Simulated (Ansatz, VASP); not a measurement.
**Two plane-wave programs on HfN**

File POSCAR:

```
HfN
1.0
    0.0000000000      2.2584362400      2.6512077600
    2.2584362400      0.0000000000      2.6512077600
    2.2584362400      2.2584362400      0.0000000000
Hf N
1 1
Direct
    0.0000000000      0.0000000000      0.0000000000
    0.7500000000      0.7500000000      0.7500000000
```

Contents of INCAR.step1:

```
SYSTEM = HfN
PREC     = Accurate       ! precision mode
ENCUT    = 520            ! plane-wave cutoff, eV
ISMEAR   = 0              ! smearing method
SIGMA    = 0.15           ! smearing width, eV
LREAL    = .FALSE.        ! projectors in reciprocal space
LASPH    = .TRUE.         ! aspherical terms in the spheres
NELM     = 80             ! most SCF steps
NBANDS   = 14             ! bands
GGA      = PE             ! functional
ALGO     = Normal         ! electronic algorithm
EDIFF    = 1E-4           ! SCF threshold, eV
LWAVE    = .TRUE.         ! write WAVECAR
LCHARG   = .FALSE.        ! write CHGCAR
```

The input INCAR.step2:

```
SYSTEM = HfN
PREC     = Accurate       ! precision mode
ENCUT    = 520            ! plane-wave cutoff, eV
EDIFF    = 1E-7           ! SCF threshold, eV
ISMEAR   = 0              ! smearing method
SIGMA    = 0.15           ! smearing width, eV
LREAL    = .FALSE.        ! projectors in reciprocal space
LASPH    = .TRUE.         ! aspherical terms in the spheres
NELM     = 80             ! most SCF steps
ALGO     = Normal         ! electronic algorithm
ISIF     = 2              ! what is computed and relaxed
LWAVE    = .FALSE.        ! write WAVECAR
LCHARG   = .TRUE.         ! write CHGCAR
METAGGA  = R2SCAN         ! meta-GGA
LMIXTAU  = .TRUE.       
LELF     = .TRUE.         ! ELF
LVHAR    = .TRUE.       
NBANDS   = 14             ! bands
ISTART   = 1
```

The input KPOINTS:

```
regular mesh
0
G
  16 16 16
  0 0 0
```

Input for Ansatz:

```yaml
crystal:
  lattice:
    - [0.0, 2.25843624, 2.65120776]
    - [2.25843624, 0.0, 2.65120776]
    - [2.25843624, 2.25843624, 0.0]
  atoms:
    - { symbol: Hf, position: [0.0, 0.0, 0.0] }
    - { symbol: "N", position: [0.75, 0.75, 0.75] }
basis:
  ecutwfc: 500
kpoints:
  mp_grid: { grid: [16, 16, 16] }
hamiltonian:
  xc: r2scan
scf:
  occupations: { method: gaussian, width: 0.15 }
output:
  forces: true
  stress: true
  eigenvalues: true
```

Change from the starting cell: strain -0.080 along x and y, +0.080 along z, atoms carried along.

Alike in both runs: task single point; functional r2SCAN; k mesh 16 × 16 × 16; occupations gaussian, width 0.15 eV; no spin polarisation.

```csv
,VASP,Ansatz
version,VASP 6.6.1,Ansatz 0.2.0
potentials or method,"VASP PAW PBE potentials, release 64 (Hf_pv, N), cutoff 520 eV","scalar-relativistic, plane waves, PAW"
valence electrons in the cell,15,31
```

Ansatz gave:

| Property | Result |
| --- | --- |
| gap on the k mesh at the Fermi level (eV) | none |
| pressure (GPa) | 16.9 |
| traceless stress, the component that is largest in VASP (GPa) | -19.50 |

**Question.** Which values does VASP return?

**Answer.** gap on the k mesh at the Fermi level (eV): none; pressure (GPa): 15.6; traceless stress, the component that is largest in VASP (GPa): -19.74.

VASP's potentials were made for PBE, not for r2SCAN. A gap of «none» marks a metal or a gap that the smearing closes. VASP's potentials hold 15 valence electrons a cell and Ansatz's 31, so a difference there can come from the potentials and not from the codes.

Spin-orbit coupling is off throughout.
